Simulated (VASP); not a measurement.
Wanted: the native input for a VASP 6.6.1 run.

```yaml
Task: relaxation of the atoms
Functional: PBE
Dispersion: D3(BJ)
Potentials_or_basis: VASP PAW PBE potentials, release 64 (Si)
Cutoff: 520 eV
k_mesh: 2 × 2 × 2
Occupations: gaussian, width 0.05 eV
Spin: no spin polarisation
Dipole_correction: no
Further_INCAR_settings: LREAL = Auto; ALGO = Normal; EDIFF = 1e-07; IBRION = 2; EDIFFG = -0.03; NSW = 80
```

The structure of Si (a cell with a defect) lies in POSCAR:

```
Si
1.0
    0.0000000000      5.4300000000      5.4300000000
    5.4300000000      0.0000000000      5.4300000000
    5.4300000000      5.4300000000      0.0000000000
Si
17
Direct
    0.0000000000      0.0000000000      0.0000000000
    0.1250000000      0.1250000000      0.1250000000
    0.0000000000      0.0000000000      0.5000000000
    0.1250000000      0.1250000000      0.6250000000
    0.0000000000      0.5000000000      0.0000000000
    0.1250000000      0.6250000000      0.1250000000
    0.0000000000      0.5000000000      0.5000000000
    0.1250000000      0.6250000000      0.6250000000
    0.5000000000      0.0000000000      0.0000000000
    0.6250000000      0.1250000000      0.1250000000
    0.5000000000      0.0000000000      0.5000000000
    0.6250000000      0.1250000000      0.6250000000
    0.5000000000      0.5000000000      0.0000000000
    0.6250000000      0.6250000000      0.1250000000
    0.5000000000      0.5000000000      0.5000000000
    0.6250000000      0.6250000000      0.6250000000
    0.8254290000      0.8118053500      0.3128238800
```

The input as run:

INCAR

```
ALGO     = Normal         # electronic algorithm
EDIFF    = 1E-7           # SCF threshold, eV
EDIFFG   = -0.03          # ionic threshold
ENCUT    = 520            # plane-wave cutoff, eV
GGA      = PE             # functional
IBRION   = 2              # ionic algorithm
ISIF     = 2              # what is computed and relaxed
ISMEAR   = 0              # smearing method
IVDW     = 12             # dispersion correction
LASPH    = True           # aspherical terms in the spheres
LCHARG   = False          # write CHGCAR
LREAL    = Auto         
LWAVE    = False          # write WAVECAR
NELM     = 60             # most SCF steps
NSW      = 80             # ionic steps
PREC     = Accurate       # precision mode
SIGMA    = 0.05           # smearing width, eV
```

KPOINTS

```
k-points
0
Gamma
  2 2 2
```

Potentials or basis: VASP PAW PBE potentials, release 64 (Si).

Run with:

```sh
$ cat potpaw_PBE.64/Si/POTCAR > POTCAR
$ mpirun -np 1 vasp_std > vasp.out
```

Results of the run:

```json
{
  "Energy gained by relaxing": "57.5 meV/atom",
  "Ionic steps": "20",
  "Pressure after relaxing": "1.9 GPa",
  "Largest force after relaxing": "0.029 eV/Å",
  "Band gap on the k mesh": "0.03 eV",
  "Dispersion energy per atom": "-0.332 eV"
}
```

Caveat: the k points lie up to 0.50 Å⁻¹ apart.

Run time: 39 min on 1 thread of Intel(R) Xeon(R) Platinum 8259CL CPU @ 2.50GHz (Skylake/Cascade Lake), on a shared host, peak memory 0.54 GiB.
